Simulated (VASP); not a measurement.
Input of a VASP 6.6.1 run:

File INCAR:

```
  PREC = Accurate
  ENCUT = 520
  EDIFF = 1E-7
  ISMEAR = -1
  SIGMA = 0.15
  LREAL = F
  LASPH = T
  NELM = 80
  ALGO = Normal
  ISIF = 2
  LWAVE = F
  LCHARG = F
  GGA = PS
  NBANDS = 48
```

The input KPOINTS:

```
regular mesh
0
Gamma
  6 6 6
```

The input POSCAR:

```
Ga
1.0
   -2.9952058723      2.9952058723      2.9952058723
    2.9952058723     -2.9952058723      2.9952058723
    2.9952058723      2.9952058723     -2.9952058723
Ga
6
Direct
    0.2500000000      0.6250000000      0.3750000000
    0.3750000000      0.2500000000      0.6250000000
    0.7500000000      0.8750000000      0.1250000000
    0.1250000000      0.7500000000      0.8750000000
    0.6250000000      0.3750000000      0.2500000000
    0.8750000000      0.1250000000      0.7500000000
```

Potentials or basis: VASP PAW PBE potentials, release 64 (Ga_d).

Command:

```bash
$ cat potpaw_PBE.64/Ga_d/POTCAR > POTCAR
$ mpirun -np 1 vasp_std > vasp.out
```

Problem. What does it give for the pressure?

Solution. -0.5 GPa.

Problem. Predict the band gap on the k mesh.

Solution. Zero (bands 39 and 40 overlap by 3.81 eV).

Caveat: the PAW data sets were made with another functional, which shifts forces and pressure a little.
